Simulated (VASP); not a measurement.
# BaTiO3 (R3m) in VASP: notebook, part 2 of 2

VASP 6.6.1.

## (3) Relaxation of the atoms, r2SCAN+U (equal strain along all axes, cell held: -3.0 %)

Input file POSCAR:

```
BaTiO3
1.0
    2.7517517574      1.5887246178      2.2512878446
   -2.7517517574      1.5887246178      2.2512878446
    0.0000000000     -3.1774492357      2.2512878446
Ba Ti O
1 1 3
Direct
   -0.0053822766     -0.0053822766     -0.0053822766
    0.4951087280      0.4951087280      0.4951087280
    0.4938949890      0.9935845706      0.4938949890
    0.4938949890      0.4938949890      0.9935845706
    0.9935845706      0.4938949890      0.4938949890
```

Input file INCAR.step1:

```
ALGO = Normal
EDIFF = 1E-5
EDIFFG = -0.01
ENCUT = 580
GGA = PE
GGA_COMPAT = False
IBRION = 2
ISMEAR = 0
KPAR = 4
LASPH = True
LCHARG = False
LDAU = True
LDAUJ = 0 0 0
LDAUL = -1 2 -1
LDAUTYPE = 2
LDAUU = 0 4 0
LMAXMIX = 4
LREAL = False
LWAVE = True
NELM = 200
NELMIN = 4
NSW = 100
PREC = Accurate
SIGMA = 0.02
```

Input file INCAR.step2:

```
ALGO = Normal
EDIFF = 1E-7
EDIFFG = -0.008
ENCUT = 580
GGA_COMPAT = False
IBRION = 2
ISIF = 2
ISMEAR = 0
ISTART = 1
KPAR = 4
LASPH = True
LCHARG = False
LDAU = True
LDAUJ = 0 0 0
LDAUL = -1 2 -1
LDAUPRINT = 1
LDAUTYPE = 2
LDAUU = 0 4 0
LMAXMIX = 4
LMIXTAU = True
LREAL = False
LWAVE = False
METAGGA = R2SCAN
NELM = 200
NELMIN = 4
NSW = 60
PREC = Accurate
SIGMA = 0.02
```

Input file KPOINTS:

```
k-points
0
Gamma
  6 6 6
```

Potentials or basis: VASP PAW PBE potentials, release 64 (Ba_sv, Ti_sv, O).

Launch:

```
> cat potpaw_PBE.64/Ba_sv/POTCAR potpaw_PBE.64/Ti_sv/POTCAR potpaw_PBE.64/O/POTCAR > POTCAR
> cp INCAR.step1 INCAR
> mpirun -np 4 vasp_std > vasp.out
> cp INCAR.step2 INCAR
> mpirun -np 4 vasp_std > vasp.out
```

OUTCAR:

```text
EDIFF = 1E-7
   EDIFFG = -0.008
   ENCUT = 580
   IBRION = 2
   ISIF = 2
   ISMEAR = 0
   ISTART = 1
   LASPH = True
   LREAL = False
   METAGGA = R2SCAN
   NELM = 200
   NELMIN = 4
   NSW = 60
   PREC = Accurate

 ion  position               nearest neighbor table
   1  0.995  0.995  0.995-   4 2.75   3 2.75   5 2.75   5 2.75   3 2.75   3 2.75   5 2.75   4 2.75
                             4 2.75   4 2.76   3 2.76   5 2.76   2 3.37   2 3.37   2 3.37   2 3.37
   2  0.495  0.495  0.495-   4 1.94   3 1.94   5 1.94   4 1.95   3 1.95   5 1.95   1 3.37   1 3.37
                             1 3.37   1 3.37   1 3.37   1 3.37   1 3.37   1 3.38
   3  0.494  0.994  0.494-   2 1.94   2 1.95   1 2.75   1 2.75   1 2.75   1 2.76
   4  0.494  0.494  0.994-   2 1.94   2 1.95   1 2.75   1 2.75   1 2.75   1 2.76
   5  0.994  0.494  0.494-   2 1.94   2 1.95   1 2.75   1 2.75   1 2.75   1 2.76

  LATTYP: Found a trigonal (rhomboedric) cell.
 ALAT       =     3.8941598073
 COS(alpha) =     0.0013323988

[... 385 lines left out ...]
  ext. energy  EPLUGINS =         0.00000000
  ---------------------------------------------------
  free energy    TOTEN  =       -71.24992922 eV

  energy without entropy =      -71.24992922  energy(sigma->0) =      -71.24992922

 E-fermi :   4.4249     XC(G=0): -12.3985

 val. band max:        4.3245911122   @ k =   0.5000   0.5000   0.5000
 cond. band min:       7.2061442877   @ k =   0.0000   0.0000   0.0000
 fundamental gap:      2.8815531755
 Fermi energy:         4.4248782757

 k-point     1 :       0.0000    0.0000    0.0000
  band No.  band energies     occupation
      1     -55.1655      2.00000
      2     -30.3282      2.00000
      3     -30.3282      2.00000
      4     -30.3263      2.00000
      5     -20.9939      2.00000
      6     -13.7568      2.00000
[... 637 lines left out ...]
     23       9.5369      0.00000
     24      10.9422      0.00000

 [... further k-points ...]
[... 5 lines left out ...]
  --------------------------------------------------------------------------------------
  -------------------------------------------------------------------------------------
  Total        8.5794024      8.5794024      8.3466890     -0.0000000     -0.0000000      0.0000000
  in kB      232.7702457    232.7702457    226.4564310     -0.0000000     -0.0000000      0.0000000
  external PRESSURE =     230.6656408 kB  Pullay stress =       0.0000000 kB
[... 20 lines left out ...]
  FREE ENERGIE OF THE ION-ELECTRON SYSTEM (eV)
  ---------------------------------------------------
  free  energy   TOTEN  =       -71.2499292242 eV

  energy  without entropy=      -71.2499292242  energy(sigma->0) =      -71.24992922

 reached required accuracy - stopping structural energy minimisation
```

OUTCAR.step1:

```text
EDIFF = 1E-5
   EDIFFG = -0.01
   ENCUT = 580
   GGA = PE
   IBRION = 2
   ISMEAR = 0
   LASPH = True
   LREAL = False
   NELM = 200
   NELMIN = 4
[... 997 lines left out ...]
  -------------------------------------------------------------------------------------
  Total        9.4836795      9.4836795      9.2662019      0.0000000     -0.0000000      0.0000000
  in kB      257.3044503    257.3044503    251.4040015      0.0000000     -0.0000000      0.0000000
  external PRESSURE =     255.3376341 kB  Pullay stress =       0.0000000 kB
[... 20 lines left out ...]
  FREE ENERGIE OF THE ION-ELECTRON SYSTEM (eV)
  ---------------------------------------------------
  free  energy   TOTEN  =       -36.7933212831 eV

  energy  without entropy=      -36.7933212831  energy(sigma->0) =      -36.79332128

 reached required accuracy - stopping structural energy minimisation
```

It took 2.7 min on 4 MPI ranks of Intel Xeon Platinum 8259CL at 2.50GHz (Skylake/Cascade Lake), shared host; peak memory 0.23 GiB.

What came out:

| Item | Value |
| --- | --- |
| Free energy | -71.2499 eV |
| Energy gained by relaxing | 0.1 meV/atom |
| Ionic steps | 5 |
| Pressure after relaxing | 23.1 GPa |
| Largest force after relaxing | 0.003 eV/Å |
| Band gap on the k mesh | 2.88 eV (least direct gap 2.98 eV) |

Forces on the atoms (eV/Å):
```
Ba   0.000  0.000  0.003
Ti   0.000  0.000  0.001
O   -0.002  0.001 -0.001
O    0.000 -0.002 -0.001
O    0.002  0.001 -0.001
```

Step by step:
```
step  energy change (eV)  largest force (eV/Å)  pressure (GPa)
   1              0.0000                0.0776           23.08
   2             -0.0004                0.0194           23.07
   3             -0.0004                0.0194           23.07
   4             -0.0004                0.0095           23.07
   5             -0.0004                0.0031           23.07
```

Final structure:
```
Ba Ti O
1.0
     2.75175    1.58872    2.25129
    -2.75175    1.58872    2.25129
     0.00000   -3.17745    2.25129
Ba Ti O
1 1 3
Direct
  0.99417 0.99417 0.99417
  0.49420 0.49420 0.49420
  0.49426 0.99422 0.49426
  0.49426 0.49426 0.99422
  0.99422 0.49426 0.49426
```

Levels at points of the mesh, in eV from the valence-band top:
```tsv
k point	band 17	band 18	band 19	band 20	band 21	band 22	band 23	band 24
(0.00, 0.00, 0.00)	-1.28	-0.12	-0.10	-0.10	2.88	2.88	2.89	4.83
(0.50, 0.00, 0.00)	-1.83	-1.82	-0.82	-0.81	3.11	4.84	4.84	4.86
(0.50, 0.50, 0.00)	-1.89	-0.84	-0.84	-0.10	4.86	4.86	5.35	5.84
(0.50, 0.50, 0.50)	-2.24	0.00	0.00	0.00	5.65	5.65	5.66	7.74
```

Eigenvalues of the final occupation matrices:
```tsv
site	spin	trace	eigenvalues
site 2 d	1	0.80	0.10 0.10 0.10 0.25 0.25
site 2 d	2	0.80	0.10 0.10 0.10 0.25 0.25
```

Caveat: the cell differs from its parent crystal (equal strain along all axes, cell held: -3.0 %); the PAW data sets were made with another functional, which shifts forces and pressure a little; spin-orbit coupling is left out, which moves the levels of the heavy elements.

## (4) Relaxation of the atoms, r2SCAN+U (equal strain along all axes, cell held: -1.5 %)

Input file POSCAR:

```
BaTiO3
1.0
    2.7943046196      1.6132925243      2.2861015742
   -2.7943046196      1.6132925243      2.2861015742
    0.0000000000     -3.2265850487      2.2861015741
Ba Ti O
1 1 3
Direct
   -0.0015516592     -0.0015516592     -0.0015516592
    0.5061941608      0.5061941608      0.5061941608
    0.4907343273      0.9849898438      0.4907343273
    0.4907343273      0.4907343273      0.9849898438
    0.9849898438      0.4907343273      0.4907343273
```

Input file INCAR.step1:

```
SYSTEM = BaTiO3
ALGO     = Normal         ! electronic algorithm
EDIFF    = 1E-5           ! SCF threshold, eV
EDIFFG   = -0.01          ! ionic threshold
ENCUT    = 580            ! plane-wave cutoff, eV
GGA      = PE             ! functional
GGA_COMPAT= .FALSE.      
IBRION   = 2              ! ionic algorithm
ISMEAR   = 0              ! smearing method
KPAR     = 4            
LASPH    = .TRUE.         ! aspherical terms in the spheres
LCHARG   = .FALSE.        ! write CHGCAR
LDAU     = .TRUE.         ! DFT+U
LDAUJ    = 0 0 0        
LDAUL    = -1 2 -1        ! shell
LDAUTYPE = 2            
LDAUU    = 0 4 0          ! U, eV
LMAXMIX  = 4              ! l up to which the mixer works
LREAL    = .FALSE.        ! projectors in reciprocal space
LWAVE    = .TRUE.         ! write WAVECAR
NELM     = 200            ! most SCF steps
NELMIN   = 4            
NSW      = 100            ! ionic steps
PREC     = Accurate       ! precision mode
SIGMA    = 0.02           ! smearing width, eV
```

Input file INCAR.step2:

```
SYSTEM = BaTiO3
ALGO     = Normal         ! electronic algorithm
EDIFF    = 1E-7           ! SCF threshold, eV
EDIFFG   = -0.008         ! ionic threshold
ENCUT    = 580            ! plane-wave cutoff, eV
GGA_COMPAT= .FALSE.      
IBRION   = 2              ! ionic algorithm
ISIF     = 2              ! what is computed and relaxed
ISMEAR   = 0              ! smearing method
ISTART   = 1            
KPAR     = 4            
LASPH    = .TRUE.         ! aspherical terms in the spheres
LCHARG   = .FALSE.        ! write CHGCAR
LDAU     = .TRUE.         ! DFT+U
LDAUJ    = 0 0 0        
LDAUL    = -1 2 -1        ! shell
LDAUPRINT= 1            
LDAUTYPE = 2            
LDAUU    = 0 4 0          ! U, eV
LMAXMIX  = 4              ! l up to which the mixer works
LMIXTAU  = .TRUE.       
LREAL    = .FALSE.        ! projectors in reciprocal space
LWAVE    = .FALSE.        ! write WAVECAR
METAGGA  = R2SCAN         ! meta-GGA
NELM     = 200            ! most SCF steps
NELMIN   = 4            
NSW      = 60             ! ionic steps
PREC     = Accurate       ! precision mode
SIGMA    = 0.02           ! smearing width, eV
```

Input file KPOINTS:

```
k-points
0
G
  6 6 6
  0 0 0
```

Potentials or basis: VASP PAW PBE potentials, release 64 (Ba_sv, Ti_sv, O).

Launch:

```
> cat potpaw_PBE.64/Ba_sv/POTCAR potpaw_PBE.64/Ti_sv/POTCAR potpaw_PBE.64/O/POTCAR > POTCAR
> cp INCAR.step1 INCAR
> mpirun -np 4 vasp_std > vasp.out
> cp INCAR.step2 INCAR
> mpirun -np 4 vasp_std > vasp.out
```

OUTCAR:

```text
SYSTEM = BaTiO3
   EDIFF = 1E-7
   EDIFFG = -0.008
   ENCUT = 580
   IBRION = 2
   ISIF = 2
   ISMEAR = 0
   ISTART = 1
   LASPH = .TRUE.
   LREAL = .FALSE.
   METAGGA = R2SCAN
   NELM = 200
   NELMIN = 4
   NSW = 60
   PREC = Accurate

 ion  position               nearest neighbor table
   1  0.998  0.998  0.998-   3 2.76   5 2.76   4 2.76   4 2.80   4 2.80   3 2.80   5 2.80   3 2.80
                             5 2.80   5 2.84   3 2.84   4 2.84   2 3.38   2 3.41   2 3.41   2 3.41
   2  0.506  0.506  0.506-   4 1.90   3 1.90   5 1.90   4 2.06   3 2.06   5 2.06   1 3.38   1 3.41
                             1 3.41   1 3.41   1 3.44   1 3.44   1 3.44   1 3.48
   3  0.491  0.985  0.491-   2 1.90   2 2.06   1 2.76   1 2.80   1 2.80   1 2.84
   4  0.491  0.491  0.985-   2 1.90   2 2.06   1 2.76   1 2.80   1 2.80   1 2.84
   5  0.985  0.491  0.491-   2 1.90   2 2.06   1 2.76   1 2.80   1 2.80   1 2.84

  LATTYP: Found a trigonal (rhomboedric) cell.
 ALAT       =     3.9543787734
 COS(alpha) =     0.0013323989

  Lattice vectors:

 A1 = (   2.7943046196,   1.6132925243,   2.2861015742)
 A2 = (  -2.7943046196,   1.6132925243,   2.2861015742)
 A3 = (   0.0000000000,  -3.2265850487,   2.2861015741)
[... 445 lines left out ...]
  o =  0.0968  v =  0.0000  0.5767 -0.0000  0.0000 -0.8170  0.0000  0.0000  0.0000  0.0000  0.0000      0.0000  0.0000  0.0000  0.0000  0.0000  0.0000  0.0000  0.0000  0.0000  0.0000
  o =  0.2416  v =  0.0000  0.8170  0.0000  0.0000  0.5767  0.0000  0.0000  0.0000  0.0000  0.0000      0.0000  0.0000  0.0000  0.0000  0.0000  0.0000  0.0000  0.0000  0.0000  0.0000
  o =  0.2416  v =  0.0000  0.0000  0.0000  0.0000  0.0000  0.0000  0.8170  0.0000  0.0000  0.5767      0.0000  0.0000  0.0000  0.0000  0.0000  0.0000  0.0000  0.0000  0.0000  0.0000
  o =  0.2416  v = -0.5767  0.0000  0.0000 -0.8170  0.0000  0.0000  0.0000  0.0000  0.0000  0.0000      0.0000  0.0000  0.0000  0.0000  0.0000  0.0000  0.0000  0.0000  0.0000  0.0000
  o =  0.2416  v =  0.0000  0.0000  0.0000  0.0000  0.0000 -0.5767  0.0000  0.0000 -0.8170  0.0000      0.0000  0.0000  0.0000  0.0000  0.0000  0.0000  0.0000  0.0000  0.0000  0.0000

--------------------------------------- Ionic step        7  -------------------------------------------

 number of electron      40.0000015 magnetization

 Free energy of the ion-electron system (eV)
  ---------------------------------------------------
  ext. energy  EPLUGINS =         0.00000000
  ---------------------------------------------------
  free energy    TOTEN  =       -71.55257472 eV

  energy without entropy =      -71.55257472  energy(sigma->0) =      -71.55257472

 E-fermi :   4.0391     XC(G=0): -12.1320

 val. band max:        3.9510690095   @ k =   0.5000   0.5000   0.5000
 cond. band min:       6.7113247600   @ k =   0.0000   0.0000   0.0000
 fundamental gap:      2.7602557505
 Fermi energy:         4.0390722140

 k-point     1 :       0.0000    0.0000    0.0000
  band No.  band energies     occupation
      1     -55.7996      2.00000
      2     -30.9291      2.00000
      3     -30.9291      2.00000
      4     -30.9271      2.00000
      5     -21.4480      2.00000
      6     -14.0451      2.00000
[... 637 lines left out ...]
     23       8.8673      0.00000
     24      10.1188      0.00000

 [... further k-points ...]
[... 5 lines left out ...]
  --------------------------------------------------------------------------------------
  -------------------------------------------------------------------------------------
  Total        4.5521220      4.5521220      4.3271141      0.0000000      0.0000000      0.0000000
  in kB      117.9480692    117.9480692    112.1179846      0.0000000      0.0000000      0.0000000
  external PRESSURE =     116.0047077 kB  Pullay stress =       0.0000000 kB
[... 20 lines left out ...]
  FREE ENERGIE OF THE ION-ELECTRON SYSTEM (eV)
  ---------------------------------------------------
  free  energy   TOTEN  =       -71.5525747191 eV

  energy  without entropy=      -71.5525747191  energy(sigma->0) =      -71.55257472

 reached required accuracy - stopping structural energy minimisation
```

OSZICAR.step1:

```text
N       E                     dE             d eps       ncg     rms          rms(c)
DAV:   1     0.481808448313E+03    0.48181E+03   -0.22930E+04  1536   0.198E+03
DAV:   2    -0.326013376875E+01   -0.48507E+03   -0.47749E+03  1952   0.515E+02
DAV:   3    -0.468430460884E+02   -0.43583E+02   -0.42525E+02  2304   0.149E+02
DAV:   4    -0.486945002304E+02   -0.18515E+01   -0.18506E+01  2216   0.275E+01
[... 56 lines left out ...]
DAV:   1    -0.371406827614E+02    0.39222E-03   -0.18460E-01  1536   0.409E+00    0.586E-02
DAV:   2    -0.371413850014E+02   -0.70224E-03   -0.73288E-03  1784   0.621E-01    0.386E-02
DAV:   3    -0.371413805365E+02    0.44650E-05   -0.23569E-04  1936   0.984E-02    0.239E-02
DAV:   4    -0.371413695005E+02    0.11036E-04   -0.52108E-05  1680   0.639E-02    0.501E-03
DAV:   5    -0.371413705321E+02   -0.10316E-05   -0.91056E-06   848   0.271E-02
   8 F= -.37141371E+02 E0= -.37141371E+02  d E =-.295630E-03
```

Run time: 8.8 min. Hardware: 4 MPI ranks of Oxide Virtual Turin-like, shared host; peak memory 0.22 GiB.

Results:

- Free energy: -71.5526 eV
- Energy gained by relaxing: 12.6 meV/atom
- Ionic steps: 7
- Pressure after relaxing: 11.6 GPa
- Largest force after relaxing: 0.003 eV/Å
- Band gap on the k mesh: 2.76 eV (least direct gap 2.92 eV)

Forces on the atoms (eV/Å):
```
Ba   0.000  0.000 -0.002
Ti   0.000  0.000  0.002
O    0.003 -0.002  0.000
O    0.000  0.003  0.000
O   -0.003 -0.002  0.000
```

The path:
| step | energy change (eV) | largest force (eV/Å) | pressure (GPa) |
| --- | --- | --- | --- |
| 1 | 0.0000 | 0.9096 | 13.27 |
| 2 | -0.0503 | 0.2849 | 11.81 |
| 3 | -0.0528 | 0.2096 | 11.66 |
| 4 | -0.0599 | 0.1221 | 11.62 |
| 5 | -0.0626 | 0.0505 | 11.60 |
| 6 | -0.0628 | 0.0129 | 11.60 |
| 7 | -0.0628 | 0.0031 | 11.60 |

Final structure:
```
Ba Ti O
1.0
     2.79430    1.61329    2.28610
    -2.79430    1.61329    2.28610
     0.00000   -3.22659    2.28610
Ba Ti O
1 1 3
Direct
  0.99425 0.99425 0.99425
  0.49415 0.49415 0.49415
  0.49423 0.99425 0.49423
  0.49423 0.49423 0.99425
  0.99425 0.49423 0.49423
```

Eigenvalues of the final occupation matrices:
| site | spin | trace | eigenvalues |
| --- | --- | --- | --- |
| site 2 d | 1 | 0.77 | 0.10 0.10 0.10 0.24 0.24 |
| site 2 d | 2 | 0.77 | 0.10 0.10 0.10 0.24 0.24 |

Caveat: the cell differs from its parent crystal (equal strain along all axes, cell held: -1.5 %); the PAW data sets were made with another functional, which shifts forces and pressure a little; spin-orbit coupling is left out, which moves the levels of the heavy elements. A k mesh can miss the band edges.

## (5) Overview

```csv
task,cell,cutoff (eV),gap on the mesh (eV),pressure (GPa)
single point,"a = 4.015 Å, angles 89.9°, 5 atoms, atomic positions A",520,2.90,3.9
relaxation of the atoms,"atoms relaxed from a = 3.894 Å, angles 89.9°, 5 atoms, atomic positions B",580,2.88,23.1
relaxation of the atoms,"atoms relaxed from a = 3.954 Å, angles 89.9°, 5 atoms, atomic positions A",580,2.76,11.6
```

Alike in all rows: level r2SCAN+U; potentials or basis VASP PAW PBE potentials, release 64 (Ba_sv, Ti_sv, O); no spin polarisation; Ti d U = 4.0 eV; k mesh 6 × 6 × 6; smearing gaussian 0.02 eV.

Caveats: the PAW data sets were made with another functional, which shifts forces and pressure a little; spin-orbit coupling is left out, which moves the levels of the heavy elements; the cell stands under pressure (at least some runs).

Absolute energies hang on the potentials; compare differences alone.
